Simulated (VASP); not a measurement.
Here is a VASP 6.6.1 calculation.

The input INCAR:

```
PREC = Accurate
ENCUT = 600
EDIFF = 1E-6
ISMEAR = -1
SIGMA = 0.1
LREAL = F
LASPH = T
NELM = 60
ALGO = Normal
ISIF = 3
LWAVE = F
LCHARG = F
GGA = PE
IBRION = 2
NSW = 32
EDIFFG = -0.005
PSTRESS = 890.0
```

Contents of KPOINTS:

```
Automatic mesh
0
Gamma
  16 16 16
```

The input POSCAR:

```
Sc
1.0
    2.3075389340      0.0000000000      0.0000000000
    0.0000000000      2.3075389340      0.0000000000
    0.0000000000      0.0000000000      2.3075389340
Sc
1
Direct
    0.0000000000      0.0000000000      0.0000000000
```

Potentials or basis: VASP PAW PBE potentials, release 64 (Sc_sv).

Command:

```console
$ cat potpaw_PBE.64/Sc_sv/POTCAR > POTCAR
$ mpirun -np 1 vasp_std > vasp.out
```

Question: What does it give for the relaxed volume?

Answer: 12.40 Å³/atom.

Question: What does it give for the space group after relaxing (to 0.05 Å)?

Answer: Pm-3m (No. 221).

Final structure:
```
Sc
1.0
     2.31465    0.00000    0.00000
     0.00000    2.31465    0.00000
     0.00000    0.00000    2.31465
Sc
1
Direct
  0.00000 0.00000 0.00000
```

Caveat: the cell is relaxed towards a set pressure, so the enthalpy falls and the energy may rise.
